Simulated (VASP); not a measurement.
Write the native input for VASP 6.6.1 that does the following.

* Task: single point
* Functional: LDA
* Potentials or basis: VASP PAW LDA potentials, release 64 (Al, Ga_d, N)
* Cutoff: 520 eV
* k mesh: 6 × 6 × 6
* Occupations: gaussian, width 0.02 eV
* Spin: no spin polarisation
* Dipole correction: no
* Further INCAR settings: ALGO = Normal; EDIFF = 1e-06; NBANDS = 31

The structure of Al3GaN4 lies in POSCAR:

```
Al3GaN4
1.0
    4.3702240526      0.0000000000      0.0000000000
    0.0000000000      4.3702240526      0.0000000000
    0.0000000000      0.0000000000      4.3702240526
Al Ga N
3 1 4
Direct
    0.5000000000      0.5000000000      0.0000000000
    0.5000000000      0.0000000000      0.5000000000
    0.0000000000      0.5000000000      0.5000000000
    0.0000000000      0.0000000000      0.0000000000
    0.7448945398      0.7448945398      0.2551054602
    0.7448945398      0.2551054602      0.7448945398
    0.2551054602      0.7448945398      0.7448945398
    0.2551054602      0.2551054602      0.2551054602
```

One way to write it, as run:

INCAR

```
ALGO = Normal
EDIFF = 1E-6
ENCUT = 520
ISIF = 2
ISMEAR = 0
LASPH = T
LCHARG = F
LREAL = F
LWAVE = F
NBANDS = 31
NELM = 60
PREC = Accurate
SIGMA = 0.02
```

KPOINTS

```
k-points
0
Gamma
  6 6 6
```

Potentials or basis: VASP PAW LDA potentials, release 64 (Al, Ga_d, N).

Command:

```bash
$ cat potpaw_LDA.64/Al/POTCAR potpaw_LDA.64/Ga_d/POTCAR potpaw_LDA.64/N/POTCAR > POTCAR
$ mpirun -np 1 vasp_std > vasp.out
```

It gave:

* Pressure: 0.7 GPa
* Largest force: 0.024 eV/Å
* Band gap on the k mesh: 3.36 eV

Run time: 42 s on 1 thread of Intel(R) Xeon(R) Platinum 8375C CPU @ 2.90GHz (Ice Lake), on a shared host, peak memory 0.19 GiB.
